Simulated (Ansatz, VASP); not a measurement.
Two plane-wave programs on AgCl

```xyz
2
Lattice="0.0000 2.8017 2.7396 2.8017 0.0000 2.7396 2.8017 2.8017 0.0000" Properties=species:S:1:pos:R:3 pbc="T T T"
Ag    0.0000    0.0000    0.0000
Cl    2.8017    2.8017    2.7396
```

Change from the starting cell: epitaxial_xy strain +1.0%.

Alike in both runs: task single point; functional r2SCAN; k mesh 8 × 8 × 8; no spin polarisation.

|  | VASP | Ansatz |
| --- | --- | --- |
| version | VASP 6.6.1 | Ansatz 0.2.0 |
| potentials or method | VASP PAW PBE potentials, release 64 (Ag, Cl) | plane waves, PAW |
| plane-wave cutoff (eV) | 520 | 500 |
| occupations | gaussian, width 0.01 eV | fixed |
| valence electrons in the cell | 18 | 26 |

|  | VASP | Ansatz | Ansatz less VASP |
| --- | --- | --- | --- |
| gap on the k mesh at the Fermi level (eV) | 1.35 | 1.41 | +0.053 |
| pressure (GPa) | -0.5 | -0.4 | +0.08 |
| traceless stress, the component that is largest in VASP (GPa) | 0.39 | 0.40 | +0.011 |

VASP's potentials were made for PBE, not for r2SCAN. VASP's potentials hold 18 valence electrons a cell and Ansatz's 26, so a difference there can come from the potentials and not from the codes.
